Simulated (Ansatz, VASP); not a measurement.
One calculation of SnO2, two programs

The input INCAR:

```
SYSTEM = SnO2
  ALGO = Normal
  EDIFF = 1E-6
  ENCUT = 520
  GGA = PS
  ISIF = 2
  ISMEAR = 0
  LASPH = .TRUE.
  LCHARG = .FALSE.
  LREAL = .FALSE.
  LWAVE = .FALSE.
  NBANDS = 64
  NELM = 60
  PREC = Accurate
  SIGMA = 0.05
```

File KPOINTS:

```
k-points
0
G
  6 6 6
  0 0 0
```

File POSCAR:

```
SnO2
1.0
    3.3343828932      1.9251068610      4.5847953091
   -3.3343828932      1.9251068610      4.5847953091
    0.0000000000     -3.8502137219      4.5847953091
Sn O
4 8
Direct
    0.8646807174      0.8646807174      0.8646807174
    0.3648245829      0.3648245829      0.8648190111
    0.3648245829      0.8648190111      0.3648245829
    0.8648190111      0.3648245829      0.3648245829
    0.1235003534      0.6233501671      0.6233501671
    0.6233501671      0.1235003534      0.6233501671
    0.6233501671      0.6233501671      0.1235003534
    0.6062113146      0.6062113146      0.6062113146
    0.1234715296      0.1234715296      0.1234715296
    0.1060883083      0.1060883083      0.6062369573
    0.1060883083      0.6062369573      0.1060883083
    0.6062369573      0.1060883083      0.1060883083
```

Input for Ansatz:

```yaml
crystal:
  lattice:
    - [3.3343828932, 1.925106861, 4.5847953091]
    - [-3.3343828932, 1.925106861, 4.5847953091]
    - [0.0, -3.8502137219, 4.5847953091]
  atoms:
    - { symbol: Sn, position: [0.8646807174, 0.8646807174, 0.8646807174] }
    - { symbol: Sn, position: [0.3648245829, 0.3648245829, 0.8648190111] }
    - { symbol: Sn, position: [0.3648245829, 0.8648190111, 0.3648245829] }
    - { symbol: Sn, position: [0.8648190111, 0.3648245829, 0.3648245829] }
    - { symbol: O, position: [0.1235003534, 0.6233501671, 0.6233501671] }
    - { symbol: O, position: [0.6233501671, 0.1235003534, 0.6233501671] }
    - { symbol: O, position: [0.6233501671, 0.6233501671, 0.1235003534] }
    - { symbol: O, position: [0.6062113146, 0.6062113146, 0.6062113146] }
    - { symbol: O, position: [0.1234715296, 0.1234715296, 0.1234715296] }
    - { symbol: O, position: [0.1060883083, 0.1060883083, 0.6062369573] }
    - { symbol: O, position: [0.1060883083, 0.6062369573, 0.1060883083] }
    - { symbol: O, position: [0.6062369573, 0.1060883083, 0.1060883083] }
basis:
  ecutwfc: 520.0
kpoints:
  mp_grid: { grid: [6, 6, 6] }
hamiltonian:
  xc: pbesol
  pseudopotentials: { kind: paw, azcp: { folder: soft_1 } }
scf:
  occupations: { method: gaussian, width: 0.05 }
output:
  forces: true
  stress: true
  eigenvalues: true
```

Alike in both runs: task single point; functional PBEsol; k mesh 6 × 6 × 6; occupations gaussian, width 0.05 eV; no spin polarisation.

|  | VASP | Ansatz |
| --- | --- | --- |
| version | VASP 6.6.1 | Ansatz 0.2.0 |
| potentials or method | VASP PAW PBE potentials, release 64 (Sn_d, O), cutoff 520 eV | scalar-relativistic, plane waves, PAW |
| valence electrons in the cell | 104 | 104 |

|  | VASP | Ansatz | Ansatz less VASP |
| --- | --- | --- | --- |
| gap on the k mesh at the Fermi level (eV) | 1.06 | 1.08 | +0.018 |
| least direct gap on the mesh (eV) | 1.06 | 1.08 | +0.016 |
| pressure (GPa) | -14.0 | -14.5 | -0.47 |
| traceless stress, the component that is largest in VASP (GPa) | 5.36 | 5.71 | +0.350 |
| rms of the force components (eV/Å) | 0.455 | 0.476 | +0.0214 |

VASP's potentials were made for PBE, not for PBEsol, and Ansatz warns of the same on its side. Atom by atom the forces differ by 0.021 eV/Å (rms over components).
